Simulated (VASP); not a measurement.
Wanted: the native input for a VASP 6.6.1 run.

| Quantity | Value |
| --- | --- |
| Task | single point |
| Functional | LDA |
| Potentials or basis | VASP PAW LDA potentials, release 64 (Li_sv) |
| Cutoff | 520 eV |
| k mesh | 14 × 14 × 14 |
| Occupations | fermi-dirac, width 0.05 eV |
| Spin | no spin polarisation |
| Dipole correction | no |
| Further INCAR settings | ALGO = Normal; EDIFF = 1e-07; NBANDS = 8 |

The structure of Li lies in POSCAR:

```
Li
1.0
    2.3118028153      0.0000000000      0.0000000000
    0.0000000000      2.3118028153      0.0000000000
    0.0000000000      0.0000000000      2.3118028153
Li
1
Direct
    0.0000000000      0.0000000000      0.0000000000
```

This cell differs from its parent crystal: volume scaled by 0.65.

These files were run (other wordings do the same):

INCAR

```
  PREC = Accurate
  ENCUT = 520
  EDIFF = 1E-7
  ISMEAR = -1
  SIGMA = 0.05
  LREAL = False
  LASPH = True
  NELM = 100
  ALGO = Normal
  ISIF = 2
  LWAVE = False
  LCHARG = False
  NBANDS = 8
```

KPOINTS

```
Automatic mesh
0
Gamma
  14 14 14
```

Potentials or basis: VASP PAW LDA potentials, release 64 (Li_sv).

Command:

```console
$ cat potpaw_LDA.64/Li_sv/POTCAR > POTCAR
$ mpirun -np 1 vasp_std > vasp.out
```

It took 3.2 s on 1 thread of Intel(R) Xeon(R) 6975P-C (Granite Rapids), on a shared host, peak memory 0.11 GiB.
